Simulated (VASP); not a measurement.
# CdSe (F-43m) in VASP: settings compared

The runs below take CdSe through relaxation of cell and atoms, single point, with LDA, r2SCAN, PBE, HSE06.

Program: VASP 6.6.1. These are calculated values, not measurements. Logs are shortened: lines on timing, memory, paths and dates and some standing lists are left out, and cuts for length are marked.

## 1. The cell of the first run

The structure is cubic, space group F-43m (No. 216). The conventional cell has a = 6.197 Å, b = 6.197 Å, c = 6.197 Å, α = 90.00°, β = 90.00°, γ = 90.00°. Within 3.5 Å of Cd (site symmetry -43m) lie 4 Se at 2.68 Å. Within 3.5 Å of Se (site symmetry -43m) lie 4 Cd at 2.68 Å.

## 2. Relaxation of cell and atoms, LDA

INCAR

```
PREC = Accurate
ENCUT = 600
EDIFF = 1E-6
ISMEAR = -1
SIGMA = 0.02
LREAL = F
LASPH = T
NELM = 100
ALGO = Normal
ISIF = 3
LWAVE = F
LCHARG = F
GGA = CA
IBRION = 2
NSW = 80
EDIFFG = -0.005
```

KPOINTS

```
regular mesh
0
Gamma
  6 6 6
```

POSCAR

```
CdSe
1.0
    0.0000000000      3.0986163502      3.0986163502
    3.0986163502      0.0000000000      3.0986163502
    3.0986163502      3.0986163502      0.0000000000
Cd Se
1 1
Direct
    0.0000000000      0.0000000000      0.0000000000
    0.7500000000      0.7500000000      0.7500000000
```

Potentials or basis: VASP PAW LDA potentials, release 64 (Cd, Se).

Run with:

```sh
$ cat potpaw_LDA.64/Cd/POTCAR potpaw_LDA.64/Se/POTCAR > POTCAR
$ mpirun -np 1 vasp_std > vasp.out
```

OUTCAR:

```text
PREC = Accurate
   ENCUT = 600
   EDIFF = 1E-6
   ISMEAR = -1
   LREAL = F
   LASPH = T
   NELM = 100
   ISIF = 3
   GGA = CA
   IBRION = 2
   NSW = 80
   EDIFFG = -0.005

 ion  position               nearest neighbor table
   1  0.000  0.000  0.000-   2 2.68   2 2.68   2 2.68   2 2.68
   2  0.750  0.750  0.750-   1 2.68   1 2.68   1 2.68   1 2.68

  LATTYP: Found a face centered cubic cell.
 ALAT       =     6.1972327004

  Lattice vectors:

 A1 = (   0.0000000000,   3.0986163502,   3.0986163502)
 A2 = (   3.0986163502,   0.0000000000,   3.0986163502)
 A3 = (   3.0986163502,   3.0986163502,   0.0000000000)

Analysis of symmetry for initial positions (statically):
=====================================================================
 Subroutine PRICEL returns:
 Original cell was already a primitive cell.

 Routine SETGRP: Setting up the symmetry group for a
 face centered cubic supercell.

 Subroutine GETGRP returns: Found 24 space group operations
 (whereof 24 operations were pure point group operations)
 out of a pool of 48 trial point group operations.

The static configuration has the point symmetry T_d .

Analysis of symmetry for dynamics (positions and initial velocities):
=====================================================================
 Subroutine PRICEL returns:
 Original cell was already a primitive cell.

 Routine SETGRP: Setting up the symmetry group for a
 face centered cubic supercell.

 Subroutine GETGRP returns: Found 24 space group operations
 (whereof 24 operations were pure point group operations)
 out of a pool of 48 trial point group operations.

The dynamic configuration has the point symmetry T_d .

 Subroutine INISYM returns: Found 24 space group operations
 (whereof 24 operations are pure point group operations),
 and found     1 'primitive' translations

----------------------------------------------------------------------------------------

                                     Primitive cell

  volume of cell :      59.5023

  direct lattice vectors                    reciprocal lattice vectors
     0.000000000  3.098616350  3.098616350    -0.161362345  0.161362345  0.161362345
     3.098616350  0.000000000  3.098616350     0.161362345 -0.161362345  0.161362345
     3.098616350  3.098616350  0.000000000     0.161362345  0.161362345 -0.161362345

  length of vectors
     4.382105267  4.382105267  4.382105267     0.279487780  0.279487780  0.279487780

  position of ions in fractional coordinates (direct lattice)
     0.000000000  0.000000000  0.000000000
     0.750000000  0.750000000  0.750000000

  ion indices of the primitive-cell ions
   primitive index   ion index
                 1           1
                 2           2

----------------------------------------------------------------------------------------

 KPOINTS: regular mesh

Automatic generation of k-mesh.
 Grid dimensions read from file:
 generate k-points for:    6    6    6

 Generating k-lattice:

  Cartesian coordinates                     Fractional coordinates (reciprocal lattice)
    -0.026893724  0.026893724  0.026893724     0.166666667  0.000000000  0.000000000
     0.026893724 -0.026893724  0.026893724     0.000000000  0.166666667  0.000000000
     0.026893724  0.026893724 -0.026893724     0.000000000  0.000000000  0.166666667

  Length of vectors
     0.046581297  0.046581297  0.046581297

  Shift w.r.t. Gamma in fractional coordinates (k-lattice)
     0.000000000  0.000000000  0.000000000

 Subroutine IBZKPT returns following result:
 ===========================================

 Found     16 irreducible k-points:

 Following reciprocal coordinates:
            Coordinates               Weight
  0.000000  0.000000  0.000000      1.000000
  0.166667  0.000000  0.000000      8.000000
  0.333333  0.000000  0.000000      8.000000
  0.500000  0.000000  0.000000      4.000000
  0.166667  0.166667  0.000000      6.000000
  0.333333  0.166667  0.000000     24.000000
[... 8 lines left out ...]
 -0.333333  0.333333  0.166667     24.000000
 -0.333333  0.500000  0.166667     12.000000
   k-points           NKPTS =     16   k-points in BZ     NKDIM =     16   number of bands    NBANDS=     13
   number of dos      NEDOS =    301   number of ions     NIONS =      2
   total plane-waves  NPLWV =  46656
   dimension x,y,z NGX =    36 NGY =   36 NGZ =   36
   dimension x,y,z NGXF=    72 NGYF=   72 NGZF=   72
   ions per type =               1   1
   NGX,Y,Z   is equivalent  to a cutoff of  13.66, 13.66, 13.66 a.u.
   NGXF,Y,Z  is equivalent  to a cutoff of  27.31, 27.31, 27.31 a.u.
 SYSTEM =  unknown system
   PREC   = accura    normal or accurate (medium, high low for compatibility)
   ISTART =      0    job   : 0-new  1-cont  2-samecut
   ICHARG =      2    charge: 1-file 2-atom 10-const
   ISPIN  =      1    spin polarized calculation?
   LNONCOLLINEAR =      F non collinear calculations
   LSORBIT =      F    spin-orbit coupling
   LASPH  =      T    aspherical Exc in radial PAW
   ENCUT  =  600.0 eV  44.10 Ry    6.64 a.u.   8.75  8.75  8.75*2*pi/ulx,y,z
   NELM   =    100;   NELMIN=  2; NELMDL= -5     # of ELM steps
   EDIFF  = 0.1E-05   stopping-criterion for ELM
   LREAL  =      F    real-space projection
   EDIFFG = -.5E-02   stopping-criterion for IOM
   NSW    =     80    number of steps for IOM
   IBRION =      2    ionic relax: 0-MD 1-quasi-New 2-CG
   NFREE  =      1    steps in history (QN), initial steepest desc. (CG)
   ISIF   =      3    stress and relaxation
   ISYM   =      2    0-nonsym 1-usesym 2-fastsym
   POTIM  = 0.5000    time-step for ionic-motion
   TEBEG  =    0.0;   TEEND  =   0.0 temperature during run
   PSTRESS=    0.0 pullay stress
   NELECT =      18.0000    total number of electrons
   NUPDOWN=      -1.0000    fix difference up-down
   EMIN   =  10.00;   EMAX   =-10.00  energy-range for DOS
   EFERMI =   0.00;   METHOD = LEGACY
   ISMEAR =    -1;   SIGMA  =   0.02  broadening in eV -4-tet -1-fermi 0-gaus
   EFERMI_NEDOS =   21; number of points for ismear=-14 and -15
   IALGO  =     38    algorithm
   IMIX   =      4    mixing-type and parameters
     AMIX     =   0.40;   BMIX     =  1.00
     AMIX_MAG =   1.60;   BMIX_MAG =  1.00
  volume/ion in A,a.u.               =      29.75       200.77
  Fermi-wavevector in a.u.,A,eV,Ry     =   1.098975  2.076762 16.432386  1.207746
  Thomas-Fermi vector in A             =   2.235362
   LORBIT       =      0    0 simple, 1 ext, 2 COOP (PROOUT), +10 PAW based schemes
   GGA     = CA    functional components
   LHFCALC =     F    Hartree Fock is set to
   AEXX    =    0.0000 exact exchange contribution
   IVDW    =     0    specifies the selected vdW correction
   LEPSILON=     F    determine dielectric tensor
   LRPA    =     F    only Hartree local field effects (RPA)
 conjugate gradient relaxation of ions
 non-spin polarized calculation
  energy-cutoff  :      600.00
  volume of cell :       59.50
 maximum number of plane-waves:      2012
   NGX = 17   NGY = 17   NGZ = 17

--------------------------------------- Ionic step        1  -------------------------------------------

 number of electron      17.9999999 magnetization

 Free energy of the ion-electron system (eV)
  ---------------------------------------------------
  ext. energy  EPLUGINS =         0.00000000
  ---------------------------------------------------
  free energy    TOTEN  =        -6.69150125 eV

  energy without entropy =       -6.69149139  energy(sigma->0) =       -6.69149632

------------------------ aborting loop because EDIFF is reached ----------------------------------------

  FORCE on cell =-STRESS in cart. coord.  units (eV):
  Direction    XX          YY          ZZ          XY          YZ          ZX
  --------------------------------------------------------------------------------------
  -------------------------------------------------------------------------------------
  Total       -1.4995843     -1.4995843     -1.4995843      0.0000000      0.0000000     -0.0000000
  in kB      -40.3783009    -40.3783009    -40.3783009      0.0000000      0.0000000     -0.0000000
  external PRESSURE =     -40.3783009 kB  Pullay stress =       0.0000000 kB

 VOLUME and BASIS-vectors are now :
 -----------------------------------------------------------------------------
  energy-cutoff  :      600.00
  volume of cell :       59.50
      direct lattice vectors                 reciprocal lattice vectors
     0.000000000  3.098616350  3.098616350    -0.161362345  0.161362345  0.161362345
     3.098616350  0.000000000  3.098616350     0.161362345 -0.161362345  0.161362345
     3.098616350  3.098616350  0.000000000     0.161362345  0.161362345 -0.161362345
[... 37 lines left out ...]
 POSITION                                       TOTAL-FORCE (eV/Angst)
 -----------------------------------------------------------------------------------
      5.97307      5.97307      5.97307         0.000000     -0.000000     -0.000000
      4.47980      4.47980      4.47980        -0.000000      0.000000      0.000000
 -----------------------------------------------------------------------------------
    total drift:                               -0.000000     -0.000000     -0.000000

  FREE ENERGIE OF THE ION-ELECTRON SYSTEM (eV)
  ---------------------------------------------------
  free  energy   TOTEN  =        -6.7517694764 eV

  energy  without entropy=       -6.7517694134  energy(sigma->0) =       -6.75176944

--------------------------------------- Ionic step        3  -------------------------------------------

 number of electron      18.0000003 magnetization

 Free energy of the ion-electron system (eV)
  ---------------------------------------------------
  ext. energy  EPLUGINS =         0.00000000
  ---------------------------------------------------
  free energy    TOTEN  =        -6.75819310 eV

  energy without entropy =       -6.75819290  energy(sigma->0) =       -6.75819300

 E-fermi :   1.2813     XC(G=0):  -9.4195

 val. band max:        1.0604991286   @ k =   0.0000   0.0000   0.0000
 cond. band min:       1.4801891175   @ k =   0.0000   0.0000   0.0000
 fundamental gap:      0.4196899889
 Fermi energy:         1.2813321969

 k-point     1 :       0.0000    0.0000    0.0000
  band No.  band energies     occupation
      1     -11.7555      2.00000
      2      -7.0032      2.00000
      3      -7.0032      2.00000
      4      -7.0032      2.00000
      5      -6.5915      2.00000
      6      -6.5915      2.00000
      7       1.0605      1.99997
      8       1.0605      1.99997
      9       1.0605      1.99997
     10       1.4802      0.00010
     11       6.8523      0.00000
     12       6.8523      0.00000
     13       6.8523      0.00000

 k-point     2 :       0.1667    0.0000    0.0000
  band No.  band energies     occupation
      1     -11.6553      2.00000
      2      -6.9716      2.00000
      3      -6.9716      2.00000
      4      -6.9144      2.00000
      5      -6.5928      2.00000
      6      -6.5928      2.00000
      7      -0.7621      2.00000
      8       0.8327      2.00000
      9       0.8327      2.00000
     10       2.8543      0.00000
     11       6.6195      0.00000
[... 246 lines left out ...]
 POSITION                                       TOTAL-FORCE (eV/Angst)
 -----------------------------------------------------------------------------------
      0.00000      0.00000      0.00000         0.000000      0.000000     -0.000000
      4.51739      4.51739      4.51739        -0.000000     -0.000000      0.000000
 -----------------------------------------------------------------------------------
    total drift:                               -0.000000     -0.000000     -0.000000

  FREE ENERGIE OF THE ION-ELECTRON SYSTEM (eV)
  ---------------------------------------------------
  free  energy   TOTEN  =        -6.7581931020 eV

  energy  without entropy=       -6.7581928974  energy(sigma->0) =       -6.75819300

 reached required accuracy - stopping structural energy minimisation
```

Run time: 28 s. Hardware: 1 thread of Intel Xeon Platinum 8488C (Sapphire Rapids), shared host; peak memory 0.18 GiB.

What came out:

* Free energy: -6.7582 eV
* Relaxed volume: 27.31 Å³/atom
* Relaxed cell: a = 4.259 Å, b = 4.259 Å, c = 4.259 Å, α = 60.00°, β = 60.00°, γ = 60.00°
* Space group after relaxing (to 0.05 Å): F-43m (No. 216)
* Energy gained by relaxing: 33.3 meV/atom
* Ionic steps: 3
* Pressure after relaxing: 0.0 GPa
* Band gap on the k mesh: 0.42 eV, direct

The path:
```
step  energy change (eV)  largest force (eV/Å)  pressure (GPa)  volume (Å³)
   1              0.0000                0.0000           -4.04        59.50
   2             -0.0603                0.0000            1.56        53.28
   3             -0.0667                0.0000           -0.02        54.63
```

Final structure:
```xyz
2
Lattice="0.0000 3.0116 3.0116 3.0116 0.0000 3.0116 3.0116 3.0116 0.0000" Properties=species:S:1:pos:R:3 pbc="T T T"
Cd    0.0000    0.0000    0.0000
Se    4.5174    4.5174    4.5174
```

## 3. Relaxation of cell and atoms, r2SCAN

POSCAR is that of step 2.

INCAR.step1

```
SYSTEM = CdSe
PREC = Accurate
ENCUT = 600
ISMEAR = -1
SIGMA = 0.02
LREAL = .FALSE.
LASPH = .TRUE.
NELM = 60
GGA = PE
ALGO = Normal
EDIFF = 1E-4
LWAVE = .TRUE.
LCHARG = .FALSE.
```

INCAR.step2

```
SYSTEM = CdSe
PREC = Accurate
ENCUT = 600
EDIFF = 1E-6
ISMEAR = -1
SIGMA = 0.02
LREAL = .FALSE.
LASPH = .TRUE.
NELM = 60
ALGO = Normal
ISIF = 3
LWAVE = .FALSE.
LCHARG = .FALSE.
METAGGA = R2SCAN
LMIXTAU = .TRUE.
IBRION = 2
NSW = 80
EDIFFG = -0.005
ISTART = 1
```

KPOINTS

```
Automatic mesh
0
G
  6 6 6
  0 0 0
```

Potentials or basis: VASP PAW PBE potentials, release 64 (Cd, Se).

Run with:

```sh
$ cat potpaw_PBE.64/Cd/POTCAR potpaw_PBE.64/Se/POTCAR > POTCAR
$ cp INCAR.step1 INCAR
$ mpirun -np 1 vasp_std > vasp.out
$ cp INCAR.step2 INCAR
$ mpirun -np 1 vasp_std > vasp.out
```

Wall time 2 min (1 thread of AMD EPYC 9R45 (Zen 5), shared host); peak memory 0.2 GiB.

Results (log left out):

```yaml
Free_energy: -35.9142 eV
Relaxed_volume: 28.95 Å³/atom
Relaxed_cell: a = 4.342 Å, b = 4.342 Å, c = 4.342 Å, α = 60.00°, β = 60.00°, γ = 60.00°
Space_group_after_relaxing_to_0.05_Å: F-43m (No. 216)
Energy_gained_by_relaxing: 3.4 meV/atom
Ionic_steps: 3
Pressure_after_relaxing: 0.0 GPa
Band_gap_on_the_k_mesh: 1.02 eV, direct
```

The path:
| step | energy change (eV) | largest force (eV/Å) | pressure (GPa) | volume (Å³) |
| --- | --- | --- | --- | --- |
| 1 | 0.0000 | 0.0000 | -1.32 | 59.50 |
| 2 | -0.0061 | 0.0000 | 0.45 | 57.42 |
| 3 | -0.0068 | 0.0000 | 0.00 | 57.90 |

Final structure:
```xyz
2
Lattice="0.0000 3.0706 3.0706 3.0706 0.0000 3.0706 3.0706 3.0706 0.0000" Properties=species:S:1:pos:R:3 pbc="T T T"
Cd    0.0000    0.0000    0.0000
Se    4.6059    4.6059    4.6059
```

Levels at points of the mesh, in eV from the valence-band top:
```csv
k point,band 5,band 6,band 7,band 8,band 9,band 10,band 11,band 12,band 13
"(0.00, 0.00, 0.00)",-7.71,-7.71,0.00,0.00,0.00,1.02,6.47,6.47,6.47
"(0.50, 0.00, 0.00)",-7.69,-7.43,-4.26,-0.72,-0.72,2.82,6.92,6.92,7.73
"(0.50, 0.50, 0.00)",-7.65,-7.36,-3.95,-1.79,-1.79,3.50,4.12,9.55,10.78
```

Caveat: the PAW data sets were made with another functional, which shifts forces and pressure a little. r2SCAN opens gaps a little over a GGA but as a rule still falls short of measured ones.

(Part 1 of 2 ends here.)
